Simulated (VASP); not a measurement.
# SrO (I4/mmm) in VASP: a series of runs

The runs below take SrO through single point, with PBE.

Everything below comes from runs of VASP 6.6.1. Logs are shortened: lines on timing, memory, paths and dates and some standing lists are left out, and cuts for length are marked.

### 1 The cell of the first run

Symmetry: I4/mmm, No. 139, tetragonal system. Conventional cell: a = 3.634 Å, b = 3.634 Å, c = 5.217 Å, α = 90.00°, β = 90.00°, γ = 90.00°. Within 3.4 Å of Sr (site symmetry 4/mmm) lie 6 O at 2.57 to 2.61 Å. Within 3.4 Å of O (site symmetry 4/mmm) lie 6 Sr at 2.57 to 2.61 Å.

### 2 Single point, PBE (strain +0.000 along x and y, +0.015 along z)

The input, INCAR:

```
ALGO = Normal
EDIFF = 1E-6
ENCUT = 520
GGA = PE
ISIF = 2
ISMEAR = 0
LASPH = True
LCHARG = True
LELF = True
LREAL = False
LVHAR = True
LWAVE = False
NBANDS = 15
NELM = 80
PREC = Accurate
SIGMA = 0.05
```

The input, KPOINTS:

```
k-points
0
Gamma
  8 8 8
```

The input, POSCAR:

```
SrO
1.0
    0.0000000000      2.5698000000      2.6083470000
    2.5698000000      0.0000000000      2.6083470000
    2.5698000000      2.5698000000      0.0000000000
Sr O
1 1
Direct
    0.0000000000      0.0000000000      0.0000000000
    0.5000000000      0.5000000000      0.5000000000
```

Potentials or basis: VASP PAW PBE potentials, release 64 (Sr_sv, O).

Launch:

```sh
$ cat potpaw_PBE.64/Sr_sv/POTCAR potpaw_PBE.64/O/POTCAR > POTCAR
$ mpirun -np 1 vasp_std > vasp.out
```

OUTCAR:

```text
EDIFF = 1E-6
   ENCUT = 520
   GGA = PE
   ISIF = 2
   ISMEAR = 0
   LASPH = True
   LREAL = False
   NELM = 80
   PREC = Accurate

 ion  position               nearest neighbor table
   1  0.000  0.000  0.000-   2 2.57   2 2.57   2 2.57   2 2.57   2 2.61   2 2.61
   2  0.500  0.500  0.500-   1 2.57   1 2.57   1 2.57   1 2.57   1 2.61   1 2.61

  LATTYP: Found a body centered tetragonal cell.
 ALAT       =     3.6342460126
 C/A-ratio  =     1.4354267658

  Lattice vectors:

 A1 = (  -2.5698000000,   0.0000000000,   2.6083470000)
 A2 = (   2.5698000000,   0.0000000000,   2.6083470000)
 A3 = (   0.0000000000,   2.5698000000,  -2.6083470000)

Analysis of symmetry for initial positions (statically):
=====================================================================
 Subroutine PRICEL returns:
 Original cell was already a primitive cell.

 Routine SETGRP: Setting up the symmetry group for a
 body centered tetragonal supercell.

 Subroutine GETGRP returns: Found 16 space group operations
 (whereof 16 operations were pure point group operations)
 out of a pool of 16 trial point group operations.

The static configuration has the point symmetry D_4h.

Analysis of symmetry for dynamics (positions and initial velocities):
=====================================================================
 Subroutine PRICEL returns:
 Original cell was already a primitive cell.

 Routine SETGRP: Setting up the symmetry group for a
 body centered tetragonal supercell.

 Subroutine GETGRP returns: Found 16 space group operations
 (whereof 16 operations were pure point group operations)
 out of a pool of 16 trial point group operations.

The dynamic configuration has the point symmetry D_4h.

 Subroutine INISYM returns: Found 16 space group operations
 (whereof 16 operations are pure point group operations),
 and found     1 'primitive' translations

----------------------------------------------------------------------------------------

                                     Primitive cell

  volume of cell :      34.4504

  direct lattice vectors                    reciprocal lattice vectors
     0.000000000  2.569800000  2.608347000    -0.194567671  0.194567671  0.191692286
     2.569800000  0.000000000  2.608347000     0.194567671 -0.194567671  0.191692286
     2.569800000  2.569800000  0.000000000     0.194567671  0.194567671 -0.191692286

  length of vectors
     3.661604309  3.661604309  3.634246013     0.335349205  0.335349205  0.335349205

  position of ions in fractional coordinates (direct lattice)
     0.000000000  0.000000000  0.000000000
     0.500000000  0.500000000  0.500000000

  ion indices of the primitive-cell ions
   primitive index   ion index
                 1           1
                 2           2

----------------------------------------------------------------------------------------

 KPOINTS: k-points

Automatic generation of k-mesh.
 Grid dimensions read from file:
 generate k-points for:    8    8    8

 Generating k-lattice:

  Cartesian coordinates                     Fractional coordinates (reciprocal lattice)
    -0.024320959  0.024320959  0.023961536     0.125000000  0.000000000  0.000000000
     0.024320959 -0.024320959  0.023961536     0.000000000  0.125000000  0.000000000
     0.024320959  0.024320959 -0.023961536     0.000000000  0.000000000  0.125000000

  Length of vectors
     0.041918651  0.041918651  0.041918651

  Shift w.r.t. Gamma in fractional coordinates (k-lattice)
     0.000000000  0.000000000  0.000000000

 Subroutine IBZKPT returns following result:
 ===========================================

 Found     59 irreducible k-points:

 Following reciprocal coordinates:
            Coordinates               Weight
  0.000000  0.000000  0.000000      1.000000
  0.125000  0.000000  0.000000      8.000000
  0.250000  0.000000  0.000000      8.000000
  0.375000  0.000000  0.000000      8.000000
  0.500000  0.000000  0.000000      4.000000
  0.125000  0.125000  0.000000      2.000000
[... 16 lines left out ...]
  0.250000  0.000000  0.125000     16.000000
  0.375000  0.000000  0.125000     16.000000
 [... further k-points ...]
   k-points           NKPTS =     59   k-points in BZ     NKDIM =     59   number of bands    NBANDS=     15
   number of dos      NEDOS =    301   number of ions     NIONS =      2
   total plane-waves  NPLWV =  21952
   dimension x,y,z NGX =    28 NGY =   28 NGZ =   28
   dimension x,y,z NGXF=    56 NGYF=   56 NGZF=   56
   ions per type =               1   1
   NGX,Y,Z   is equivalent  to a cutoff of  12.71, 12.71, 12.81 a.u.
   NGXF,Y,Z  is equivalent  to a cutoff of  25.43, 25.43, 25.62 a.u.
 SYSTEM =  unknown system
   PREC   = accura    normal or accurate (medium, high low for compatibility)
   ISTART =      0    job   : 0-new  1-cont  2-samecut
   ICHARG =      2    charge: 1-file 2-atom 10-const
   ISPIN  =      1    spin polarized calculation?
   LNONCOLLINEAR =      F non collinear calculations
   LSORBIT =      F    spin-orbit coupling
   LASPH  =      T    aspherical Exc in radial PAW
   ENCUT  =  520.0 eV  38.22 Ry    6.18 a.u.   6.81  6.81  6.76*2*pi/ulx,y,z
   NELM   =     80;   NELMIN=  2; NELMDL= -5     # of ELM steps
   EDIFF  = 0.1E-05   stopping-criterion for ELM
   LREAL  =      F    real-space projection
   EDIFFG = 0.1E-04   stopping-criterion for IOM
   NSW    =      0    number of steps for IOM
   IBRION =     -1    ionic relax: 0-MD 1-quasi-New 2-CG
   NFREE  =      0    steps in history (QN), initial steepest desc. (CG)
   ISIF   =      2    stress and relaxation
   ISYM   =      2    0-nonsym 1-usesym 2-fastsym
   POTIM  = 0.5000    time-step for ionic-motion
   TEBEG  =    0.0;   TEEND  =   0.0 temperature during run
   PSTRESS=    0.0 pullay stress
   NELECT =      16.0000    total number of electrons
   NUPDOWN=      -1.0000    fix difference up-down
   EMIN   =  10.00;   EMAX   =-10.00  energy-range for DOS
   EFERMI =   0.00;   METHOD = LEGACY
   ISMEAR =     0;   SIGMA  =   0.05  broadening in eV -4-tet -1-fermi 0-gaus
   EFERMI_NEDOS =   21; number of points for ismear=-14 and -15
   IALGO  =     38    algorithm
   IMIX   =      4    mixing-type and parameters
     AMIX     =   0.40;   BMIX     =  1.00
     AMIX_MAG =   1.60;   BMIX_MAG =  1.00
  volume/ion in A,a.u.               =      17.23       116.24
  Fermi-wavevector in a.u.,A,eV,Ry     =   1.267798  2.395791 21.868814  1.607312
  Thomas-Fermi vector in A             =   2.400927
   LORBIT       =      0    0 simple, 1 ext, 2 COOP (PROOUT), +10 PAW based schemes
   GGA     = PE    functional components
   LHFCALC =     F    Hartree Fock is set to
   AEXX    =    0.0000 exact exchange contribution
   IVDW    =     0    specifies the selected vdW correction
   LEPSILON=     F    determine dielectric tensor
   LRPA    =     F    only Hartree local field effects (RPA)
 non-spin polarized calculation
 Gauss-broadening in eV      SIGMA  =   0.05
  energy-cutoff  :      520.00
  volume of cell :       34.45
 maximum number of plane-waves:       942
   NGX = 13   NGY = 13   NGZ = 13

 number of electron      15.9999998 magnetization

 Free energy of the ion-electron system (eV)
  ---------------------------------------------------
  ext. energy  EPLUGINS =         0.00000000
  ---------------------------------------------------
  free energy    TOTEN  =       -12.04743189 eV

  energy without entropy =      -12.04743189  energy(sigma->0) =      -12.04743189

 E-fermi :   1.9424     XC(G=0):  -9.9625

 val. band max:        1.6168885693   @ k =   0.0000   0.0000   0.0000
 cond. band min:       4.8558293043   @ k =   0.5000   0.0000   0.5000
 fundamental gap:      3.2389407350
 Fermi energy:         1.9423853304

 k-point     1 :       0.0000    0.0000    0.0000
  band No.  band energies     occupation
      1     -30.8354      2.00000
      2     -13.4739      2.00000
      3     -12.4955      2.00000
      4     -12.4833      2.00000
      5     -12.4833      2.00000
      6       1.5673      2.00000
      7       1.6169      2.00000
      8       1.6169      2.00000
      9       5.4820      0.00000
     10       7.7081      0.00000
     11       7.8194      0.00000
     12       7.8194      0.00000
     13       9.8278      0.00000
     14      10.0166      0.00000
     15      14.2470      0.00000

 k-point     2 :       0.1250    0.0000    0.0000
  band No.  band energies     occupation
      1     -30.8166      2.00000
      2     -13.8435      2.00000
      3     -12.5058      2.00000
      4     -12.4933      2.00000
      5     -12.1632      2.00000
      6       1.1501      2.00000
      7       1.3958      2.00000
      8       1.4215      2.00000
      9       6.1739      0.00000
     10       7.6311      0.00000
     11       8.0542      0.00000
     12       8.1154      0.00000
     13      10.2232      0.00000
     14      10.4182      0.00000
     15      15.2272      0.00000

 k-point     3 :       0.2500    0.0000    0.0000
  band No.  band energies     occupation
      1     -30.7709      2.00000
      2     -14.4074      2.00000
      3     -12.5385      2.00000
      4     -12.5172      2.00000
      5     -11.7115      2.00000
      6       0.3362      2.00000
      7       0.9850      2.00000
      8       0.9989      2.00000
      9       7.5321      0.00000
     10       7.7316      0.00000
     11       8.8787      0.00000
     12       8.9196      0.00000
     13      11.2162      0.00000
     14      11.4200      0.00000
     15      17.1691      0.00000
[... 343 lines left out ...]
 k-point    23 :       0.2500    0.0000    0.1250
  band No.  band energies     occupation
      1     -30.7733      2.00000
      2     -14.2634      2.00000
      3     -12.5938      2.00000
      4     -12.5690      2.00000
      5     -11.8074      2.00000
      6       0.3553      2.00000
      7       1.2052      2.00000
      8       1.3115      2.00000
      9       6.8426      0.00000
     10       7.2266      0.00000
     11       9.1113      0.00000
     12       9.2478      0.00000
     13      10.6820      0.00000
     14      11.6393      0.00000
     15      17.2165      0.00000

 k-point    24 :       0.3750    0.0000    0.1250
  band No.  band energies     occupation
      1     -30.7273      2.00000
      2     -14.6454      2.00000
      3     -12.6267      2.00000
      4     -12.6032      2.00000
      5     -11.5847      2.00000
      6      -0.0299      2.00000
      7       0.7535      2.00000
      8       0.9340      2.00000
      9       7.1784      0.00000
     10       8.5250      0.00000
     11      10.0109      0.00000
     12      10.1665      0.00000
     13      11.9052      0.00000
     14      12.5503      0.00000
     15      17.1918      0.00000

 [... further k-points ...]

------------------------ aborting loop because EDIFF is reached ----------------------------------------

  FORCE on cell =-STRESS in cart. coord.  units (eV):
  Direction    XX          YY          ZZ          XY          YZ          ZX
  --------------------------------------------------------------------------------------
  -------------------------------------------------------------------------------------
  Total        0.5920892      0.5920892      0.1791217      0.0000000      0.0000000     -0.0000000
  in kB       27.5361821     27.5361821      8.3303770      0.0000000      0.0000000     -0.0000000
  external PRESSURE =      21.1342470 kB  Pullay stress =       0.0000000 kB

 VOLUME and BASIS-vectors are now :
 -----------------------------------------------------------------------------
  energy-cutoff  :      520.00
  volume of cell :       34.45
      direct lattice vectors                 reciprocal lattice vectors
     0.000000000  2.569800000  2.608347000    -0.194567671  0.194567671  0.191692286
     2.569800000  0.000000000  2.608347000     0.194567671 -0.194567671  0.191692286
     2.569800000  2.569800000  0.000000000     0.194567671  0.194567671 -0.191692286

 POSITION                                       TOTAL-FORCE (eV/Angst)
 -----------------------------------------------------------------------------------
      0.00000      0.00000      0.00000         0.000000      0.000000     -0.000000
      2.56980      2.56980      2.60835        -0.000000     -0.000000      0.000000
 -----------------------------------------------------------------------------------
    total drift:                                0.000000      0.000000      0.000000

  FREE ENERGIE OF THE ION-ELECTRON SYSTEM (eV)
  ---------------------------------------------------
  free  energy   TOTEN  =       -12.0474318944 eV

  energy  without entropy=      -12.0474318944  energy(sigma->0) =      -12.04743189
```

Wall time 16 s (1 thread of Intel Xeon 6975P-C, shared host); peak memory 0.18 GiB.

Results:

```
Free energy            : -12.0474 eV
Pressure               : 2.1 GPa
Band gap on the k mesh : 3.24 eV, indirect (least direct gap 3.33 eV)
```

Levels at points of the mesh, in eV from the valence-band top:
```tsv
k point	band 5	band 6	band 7	band 8	band 9	band 10	band 11	band 12
(0.00, 0.00, 0.00)	-14.10	-0.05	0.00	0.00	3.87	6.09	6.20	6.20
(0.50, 0.00, 0.00)	-12.92	-2.16	-1.13	-1.13	6.48	8.33	8.74	8.77
(0.50, 0.50, 0.00)	-14.44	-0.53	-0.09	-0.09	3.29	7.68	10.08	10.20
(0.50, 0.00, 0.50)	-14.46	-0.44	-0.15	-0.09	3.24	7.68	10.07	10.26
```

Caveat: the cell differs from its parent crystal (strain +0.000 along x and y, +0.015 along z). A k mesh can miss the band edges.

### 3 Single point, PBE (strain +0.015 along x and y, -0.015 along z)

The input, INCAR:

```
SYSTEM = SrO
PREC = Accurate
ENCUT = 520
EDIFF = 1E-6
ISMEAR = 0
SIGMA = 0.05
LREAL = .False.
LASPH = .True.
NELM = 80
ALGO = Normal
ISIF = 2
LWAVE = .False.
LCHARG = .False.
GGA = PE
NBANDS = 15
```

The input, KPOINTS:

```
regular mesh
0
Gamma
  8 8 8
  0 0 0
```

The input, POSCAR:

```
SrO
1.0
    0.0000000000      2.6083470000      2.5312530000
    2.6083470000      0.0000000000      2.5312530000
    2.6083470000      2.6083470000      0.0000000000
Sr O
1 1
Direct
    0.0000000000      0.0000000000      0.0000000000
    0.5000000000      0.5000000000      0.5000000000
```

Potentials or basis: VASP PAW PBE potentials, release 64 (Sr_sv, O).

Launch:

```sh
$ cat potpaw_PBE.64/Sr_sv/POTCAR potpaw_PBE.64/O/POTCAR > POTCAR
$ mpirun -np 1 vasp_std > vasp.out
```

It took 17 s on 1 thread of Intel Xeon 6975P-C, shared host; peak memory 0.18 GiB.

It converged, with:

```yaml
Free_energy: -12.0405 eV
Pressure: 2.3 GPa
Band_gap_on_the_k_mesh: 3.13 eV, indirect (least direct gap 3.32 eV)
```

Stress tensor (GPa, compression positive):
```
0.88 0.00 0.00
0.00 0.88 0.00
0.00 0.00 5.08
```

Levels at points of the mesh, in eV from the valence-band top:
```
           k point  band 5  band 6  band 7  band 8  band 9  band 10  band 11  band 12
(0.00, 0.00, 0.00)  -14.15   -0.11   -0.11    0.00    3.79     6.04     6.04     6.26
(0.50, 0.00, 0.00)  -12.96   -2.22   -1.19   -1.19    6.42     8.27     8.68     8.73
(0.50, 0.50, 0.00)  -14.55   -0.40   -0.21   -0.21    3.13     7.65    10.00    10.27
(0.50, 0.00, 0.50)  -14.47   -0.59   -0.21   -0.08    3.24     7.61    10.04    10.14
```

Caveat: the cell differs from its parent crystal (strain +0.015 along x and y, -0.015 along z). A k mesh can miss the band edges.
